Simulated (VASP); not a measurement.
AgWS4, 6 atoms in the cell. The structure is cubic, space group F-43m (No. 216). Conventional cell: a = 7.310 Å, b = 7.310 Å, c = 7.310 Å, α = 90.00°, β = 90.00°, γ = 90.00°. Ag (site symmetry -43m) has 12 S at 3.03 Å and 4 W at 3.17 Å within 4.0 Å. Within 4.0 Å of W (site symmetry -43m) lie 12 S at 3.03 Å and 4 Ag at 3.17 Å. Within 3.4 Å of S (site symmetry 3m) lie 6 S at 2.56 to 2.61 Å and 3 W at 3.03 Å and 3 Ag at 3.03 Å. 

- Program: VASP 6.6.1
- Task: single point
- Functional: PBE
- Potentials or basis: VASP PAW PBE potentials, release 64 (Ag, W_sv, S)
- Cutoff: 520 eV
- k mesh: 10 × 10 × 10
- Occupations: gaussian, width 0.1 eV
- Spin: no spin polarisation
- Dipole correction: no
- k mesh for the DOS: 15 × 15 × 15
- Occupations for the DOS: tetrahedron
- Further INCAR settings: ALGO = Normal; EDIFF = 1e-06

Potentials or basis: VASP PAW PBE potentials, release 64 (Ag, W_sv, S).

Command:

```console
$ cat potpaw_PBE.64/Ag/POTCAR potpaw_PBE.64/W_sv/POTCAR potpaw_PBE.64/S/POTCAR > POTCAR
$ cp INCAR.step1 INCAR
$ cp KPOINTS.step1 KPOINTS
$ mpirun -np 1 vasp_std > vasp.out
$ cp INCAR.step2 INCAR
$ cp KPOINTS.step2 KPOINTS
$ mpirun -np 1 vasp_std > vasp.out
```

Hardware: 1 thread of Intel(R) Xeon(R) Platinum 8488C (Sapphire Rapids) (shared host).

**Question.** Estimate the wall time of this run.

**Answer.** Run time: 7.2 min on 1 thread of Intel(R) Xeon(R) Platinum 8488C (Sapphire Rapids), on a shared host, peak memory 0.47 GiB. Counts: k points 120.
